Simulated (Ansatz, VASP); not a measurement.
# SiN in VASP and in Ansatz

```
Si N
1.0
     2.83701    0.00000    0.00000
    -1.41851    2.45692    0.00000
     0.00000    0.00000    5.68133
Si N
2 2
Direct
  0.33333 0.66667 0.51579
  0.66667 0.33333 0.01579
  0.33333 0.66667 0.85921
  0.66667 0.33333 0.35921
```

Alike in both runs: functional PBE; k mesh 18 × 18 × 8; occupations gaussian, width 0.1 eV; no spin polarisation.

Ansatz relaxed the structure, and its values are those at the end. VASP's run is a single point on that final structure, the one shown.

```csv
,VASP,Ansatz
version,VASP 6.6.1,Ansatz 0.2.0
potentials or method,"VASP PAW PBE potentials, release 64 (Si, N), cutoff 520 eV","scalar-relativistic, plane waves, PAW"
valence electrons in the cell,18,18
```

|  | VASP | Ansatz | Ansatz less VASP |
| --- | --- | --- | --- |
| gap on the k mesh at the Fermi level (eV) | none | none | - |
| pressure (GPa) | -0.1 | 0.0 | +0.12 |

A gap of «none» marks a metal or a gap that the smearing closes.
